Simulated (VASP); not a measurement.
Wanted: the native input for a VASP 6.6.1 run.

| Quantity | Value |
| --- | --- |
| Task | single point |
| Functional | PBE |
| Potentials or basis | VASP PAW PBE potentials, release 64 (Ag, Bi_d, Te, Se) |
| Cutoff | 500 eV |
| k mesh | 4 × 4 × 3 |
| Occupations | fermi-dirac, width 0.05 eV |
| Spin | no spin polarisation |
| Dipole correction | no |
| Further INCAR settings | ALGO = Normal; EDIFF = 1e-06; NBANDS = 27 |

The structure of AgBiTeSe lies in POSCAR:

```
AgBiTeSe
1.0
    4.2021930000      0.0000000000      0.0000000000
    0.0000000000      4.2021930000      0.0000000000
    0.0000000000      0.0000000000      6.2922500000
Ag Bi Te Se
1 1 1 1
Direct
    0.0000000000      0.0000000000      0.0000000000
    0.5000000000      0.5000000000      0.5000000000
    0.5000000000      0.5000000000      0.0000000000
    0.0000000000      0.0000000000      0.5000000000
```

The input as run:

INCAR

```
SYSTEM = AgBiTeSe
PREC = Accurate ; ENCUT = 500
EDIFF = 1E-6 ; ISMEAR = -1
SIGMA = 0.05 ; LREAL = .False.
LASPH = .True. ; NELM = 120
ALGO = Normal ; ISIF = 2
LWAVE = .False. ; LCHARG = .False.
GGA = PE ; NBANDS = 27
GGA_COMPAT = .False.
```

KPOINTS

```
Automatic mesh
0
Gamma
  4 4 3
  0 0 0
```

Potentials or basis: VASP PAW PBE potentials, release 64 (Ag, Bi_d, Te, Se).

Launch:

```sh
$ cat potpaw_PBE.64/Ag/POTCAR potpaw_PBE.64/Bi_d/POTCAR potpaw_PBE.64/Te/POTCAR potpaw_PBE.64/Se/POTCAR > POTCAR
$ mpirun -np 1 vasp_std > vasp.out
```

Results of the run:

```yaml
Pressure: -0.1 GPa
Band_gap_on_the_k_mesh: zero (bands 19 and 20 overlap by 0.11 eV)
```

Caveat: the k points lie up to 0.37 Å⁻¹ apart; spin-orbit coupling is left out, which moves the levels of the heavy elements.

Run time: 24 s on 1 thread of Intel(R) Xeon(R) Platinum 8375C CPU @ 2.90GHz (Ice Lake) (shared host), peak memory 0.23 GiB.
